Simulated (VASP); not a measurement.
Runs of VASP 6.6.1 on Cr. The structure is that of space group Im-3m (No. 229), or close to it. The cells are those of the table. 

```csv
spin,cell,gap on the mesh (eV),pressure (GPa),moment (μB)
collinear,"a = 2.466 Å, angles 109.5°, 1 atom",none,-0.5,0.00
"collinear, ferromagnetic start","a = 2.466 Å, angles 109.5°, 1 atom",none,-0.5,0.00
collinear,"a = 2.448 Å, angles 109.5°, 1 atom",none,5.4,0.00
off,"a = 2.466 Å, angles 109.5°, 1 atom",none,(a),-
```

Alike in all rows: task single point; level PBE; potentials or basis VASP PAW PBE potentials, release 64 (Cr_pv); k mesh 20 × 20 × 20; cutoff (eV) 520; smearing gaussian 0.05 eV.

**Question.** Estimate the missing entries.

**Answer.** (a) -0.3.

Caveats: an empty level that is flat over the whole mesh can mark a ghost state of the potentials, or a narrow d or f band (at least some runs); the cell stands under pressure (at least some runs).

A gap of «none» marks levels without a gap at the run's occupations.
